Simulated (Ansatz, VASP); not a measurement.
## One calculation of WS2, two programs

Contents of INCAR:

```
  PREC = Accurate
  ENCUT = 600
  EDIFF = 1E-7
  ISMEAR = 0
  SIGMA = 0.1
  LREAL = F
  LASPH = T
  NELM = 100
  ALGO = Normal
  ISIF = 3
  LWAVE = F
  LCHARG = F
  GGA = PE
  IBRION = 2
  NSW = 90
  EDIFFG = -0.04
```

File KPOINTS:

```
regular mesh
0
Gamma
  6 6 6
```

File POSCAR:

```
WS2
1.0
    1.5790003600      0.9116362800      6.1633300800
   -1.5790003600      0.9116362800      6.1633300800
    0.0000000000     -1.8232725700      6.1633300800
W S
1 2
Direct
    0.0000000000      0.0000000000      0.0000000000
    0.2497000100      0.2497000100      0.2497000100
    0.4190000300      0.4190000300      0.4190000300
```

Input for Ansatz:

```yaml
crystal:
  lattice:
    - [1.57900036, 0.91163628, 6.16333008]
    - [-1.57900036, 0.91163628, 6.16333008]
    - [0.0, -1.82327257, 6.16333008]
  atoms:
    - { symbol: W, position: [0.0, 0.0, 0.0] }
    - { symbol: S, position: [0.24970001, 0.24970001, 0.24970001] }
    - { symbol: S, position: [0.41900003, 0.41900003, 0.41900003] }
basis:
  ecutwfc: 420
kpoints:
  mp_grid: { grid: [6, 6, 6] }
hamiltonian:
  xc: pbe
scf:
  occupations: { method: gaussian, width: 0.1 }
  lower_state_search: "off"
output:
  forces: true
  stress: true
  eigenvalues: true
relax:
  adjacent_minimum: "off"
  f_tol: 0.04
  max_steps: 70
  cell: { stress_tol: 0.4 }
```

Alike in both runs: task relaxation of cell and atoms; functional PBE; k mesh 6 × 6 × 6; occupations gaussian, width 0.1 eV; no spin polarisation.

|  | VASP | Ansatz |
| --- | --- | --- |
| version | VASP 6.6.1 | Ansatz 0.2.0 |
| potentials or method | VASP PAW PBE potentials, release 64 (W_sv, S), cutoff 600 eV | scalar-relativistic, plane waves, PAW |
| valence electrons in the cell | 26 | 26 |

VASP gave:

```
gap on the k mesh at the Fermi level, each at its own relaxed structure (eV) : 1.50
relaxed volume (Å³/atom)                                                     : 20.32
relaxed cell length with the largest relative difference (Å)                 : 7.163
```

Task: What did Ansatz give for the same quantities?

Result: gap on the k mesh at the Fermi level, each at its own relaxed structure (eV): 1.51; relaxed volume (Å³/atom): 20.51; relaxed cell length with the largest relative difference (Å): 7.226.

Neither program's run includes spin-orbit coupling.
